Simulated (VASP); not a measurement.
Runs of VASP 6.6.1 on TiHg. The structure is that of space group P4/mmm (No. 123), or close to it. The cells are those of the table. 

```tsv
cell	gap on the mesh (eV)	pressure (GPa)
a = 3.009, b = 3.009, c = 4.041 Å, 2 atoms	none	-5.9
a = 3.049, b = 3.049, c = 3.935 Å, 2 atoms	none	-5.7
a = 2.969, b = 2.969, c = 4.151 Å, 2 atoms	none	-6.1
a = 2.949, b = 2.949, c = 4.208 Å, 2 atoms	none	-6.2
a = 2.989, b = 2.989, c = 4.095 Å, 2 atoms	none	-6.1
a = 3.069, b = 3.069, c = 3.884 Å, 2 atoms	none	(a)
a = 3.029, b = 3.029, c = 3.988 Å, 2 atoms	none	-5.9
```

Alike in all rows: task single point; level LDA; potentials or basis VASP PAW LDA potentials, release 64 (Ti_sv, Hg); no spin polarisation; k mesh 11 × 11 × 9; cutoff (eV) 520; smearing gaussian 0.01 eV.

Task: Fill in the values left out.

Result: (a) -5.5.

Caveats: the cell stands under tension; spin-orbit coupling is left out, which moves the levels of the heavy elements.

A k mesh can miss the band edges, and the runs leave out spin-orbit coupling on Hg.

A gap of «none» marks levels without a gap at the run's occupations.
